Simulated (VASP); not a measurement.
Set up this calculation in VASP 6.6.1, as the native input.

```
Task                   : relaxation of cell and atoms
Functional             : PBE
Potentials or basis    : VASP PAW PBE potentials, release 64 (Ti_sv, C)
Cutoff                 : 600 eV
k mesh                 : 11 × 11 × 11
Occupations            : fermi-dirac, width 0.05 eV
Spin                   : no spin polarisation
Dipole correction      : no
Further INCAR settings : ALGO = Normal; EDIFF = 1e-06; IBRION = 2; EDIFFG = -0.01; NSW = 60; ISIF = 3
```

The structure of TiC lies in POSCAR:

```
TiC
1.0
    0.0000000000      2.1657188437      2.1657188437
    2.1657188437      0.0000000000      2.1657188437
    2.1657188437      2.1657188437      0.0000000000
Ti C
1 1
Direct
    0.0000000000      0.0000000000      0.0000000000
    0.5000000000      0.5000000000      0.5000000000
```

The input as run:

INCAR

```
SYSTEM = TiC
PREC = Accurate
ENCUT = 600
EDIFF = 1E-6
ISMEAR = -1
SIGMA = 0.05
LREAL = .False.
LASPH = .True.
NELM = 60
ALGO = Normal
ISIF = 3
LWAVE = .False.
LCHARG = .False.
GGA = PE
IBRION = 2
NSW = 60
EDIFFG = -0.01
```

KPOINTS

```
regular mesh
0
Gamma
  11 11 11
  0 0 0
```

Potentials or basis: VASP PAW PBE potentials, release 64 (Ti_sv, C).

Launch:

```console
$ cat potpaw_PBE.64/Ti_sv/POTCAR potpaw_PBE.64/C/POTCAR > POTCAR
$ mpirun -np 1 vasp_std > vasp.out
```

Results of the run:

```json
{"Relaxed volume": "10.17 Å³/atom", "Relaxed cell": "a = 3.064 Å, b = 3.064 Å, c = 3.064 Å, α = 60.00°, β = 60.00°, γ = 60.00°", "Space group after relaxing (to 0.05 Å)": "Fm-3m (No. 225)", "Energy gained by relaxing": "0.0 meV/atom", "Ionic steps": "3", "Pressure after relaxing": "0.0 GPa", "Band gap on the k mesh": "zero (band 8 reaches 10.09 eV, above the bottom of band 9 at 8.98 eV)"}
```

Run time: 20 s on 1 thread of AMD EPYC 9R45 96-Core Processor (Zen 5), on a shared host, peak memory 0.12 GiB.
